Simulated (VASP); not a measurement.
A run of VASP 6.6.1:

INCAR

```
SYSTEM = Ga7N8
  PREC = Accurate
  ENCUT = 520
  EDIFF = 1E-7
  ISMEAR = -1
  SIGMA = 0.05
  LREAL = Auto
  LASPH = .True.
  NELM = 100
  ALGO = Normal
  ISIF = 2
  LWAVE = .False.
  LCHARG = .False.
  GGA = PE
  NBANDS = 78
  NELECT = 132.0
```

The input KPOINTS:

```
regular mesh
0
Gamma
  2 2 2
  0 0 0
```

POSCAR

```
Ga7N8
1.0
   -3.1900000000     -5.5252420000      0.0000000000
    4.7850000000     -2.7626210000      0.0000000000
    0.0000000000      0.0000000000      5.1890000000
Ga N
7 8
Direct
    0.4993585418      0.6600175022      0.0018192330
    0.2507421367      0.1647942353     -0.0026311428
    0.2503524864      0.8297265270      0.5009207940
   -0.0006426588      0.6683703069      0.0034752361
   -0.0006359449      0.3480310001      0.5138868761
    0.7479839450      0.1647955662     -0.0026336481
    0.7483644147      0.8297307175      0.5009198304
    0.4993590114      0.7059110233      0.3650734246
    0.4993621213      0.3280733891      0.9089265754
    0.1974924637      0.1418654042      0.3596702640
    0.2479912992      0.8298054847      0.8735241858
   -0.0006427924      0.6626423181      0.3764719599
   -0.0006375556      0.3368629462      0.8786833687
    0.8012320826      0.1418702912      0.3596704567
    0.7507256632      0.8298072864      0.8735218732
```

Potentials or basis: VASP PAW PBE potentials, release 64 (Ga_d, N).

Run with:

```console
$ cat potpaw_PBE.64/Ga_d/POTCAR potpaw_PBE.64/N/POTCAR > POTCAR
$ mpirun -np 1 vasp_std > vasp.out
```

Hardware: 1 thread of Intel(R) Xeon(R) Platinum 8488C (Sapphire Rapids) (shared host).

Question: How long does it take, and how much memory?

Answer: It took 4.9 min on 1 thread of Intel(R) Xeon(R) Platinum 8488C (Sapphire Rapids) (shared host), peak memory 0.3 GiB. Counts: scf iterations 25, k points 8.
